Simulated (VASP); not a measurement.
Wanted: the native input for a VASP 6.6.1 run.

```yaml
Task: single point
Functional: PBE
Potentials_or_basis: VASP PAW PBE potentials, release 64 (Ba_sv, Ti_sv, O_h)
Cutoff: 1340 eV
k_mesh: 6 × 6 × 6
Occupations: fermi-dirac, width 0.02 eV
Spin: no spin polarisation
Dipole_correction: no
Further_INCAR_settings: ALGO = Normal; EDIFF = 1e-06; NBANDS = 28
```

The structure of BaTiO3 lies in POSCAR:

```
BaTiO3
1.0
    3.8742736244      0.0000000000      0.0000000000
    0.0000000000      3.8742736244      0.0000000000
    0.0000000000      0.0000000000      3.8742736244
Ba Ti O
1 1 3
Direct
    0.0000000000      0.0000000000      0.0000000000
    0.5000000000      0.5000000000      0.5000000000
    0.5000000000      0.5000000000      0.0000000000
    0.5000000000      0.0000000000      0.5000000000
    0.0000000000      0.5000000000      0.5000000000
```

This cell differs from its parent crystal: strain -3.0%.

The input as run:

INCAR

```
SYSTEM = BaTiO3
PREC = Accurate ; ENCUT = 1340
EDIFF = 1E-6 ; ISMEAR = -1
SIGMA = 0.02 ; LREAL = .FALSE.
LASPH = .TRUE. ; NELM = 120
ALGO = Normal ; ISIF = 2
LWAVE = .FALSE. ; LCHARG = .FALSE.
GGA = PE ; NBANDS = 28
GGA_COMPAT = .FALSE.
```

KPOINTS

```
Automatic mesh
0
G
  6 6 6
  0 0 0
```

Potentials or basis: VASP PAW PBE potentials, release 64 (Ba_sv, Ti_sv, O_h).

Run with:

```sh
$ cat potpaw_PBE.64/Ba_sv/POTCAR potpaw_PBE.64/Ti_sv/POTCAR potpaw_PBE.64/O_h/POTCAR > POTCAR
$ mpirun -np 1 vasp_std > vasp.out
```

Results of the run:

```
Pressure               : 25.4 GPa
Band gap on the k mesh : 1.94 eV (least direct gap 1.97 eV)
```

Caveat: the cell differs from its parent crystal (strain -3.0%); the cell stands under pressure; spin-orbit coupling is left out, which moves the levels of the heavy elements.

It took 57 s on 1 thread of Intel(R) Xeon(R) 6975P-C (Granite Rapids), with other jobs on the host, peak memory 0.4 GiB.
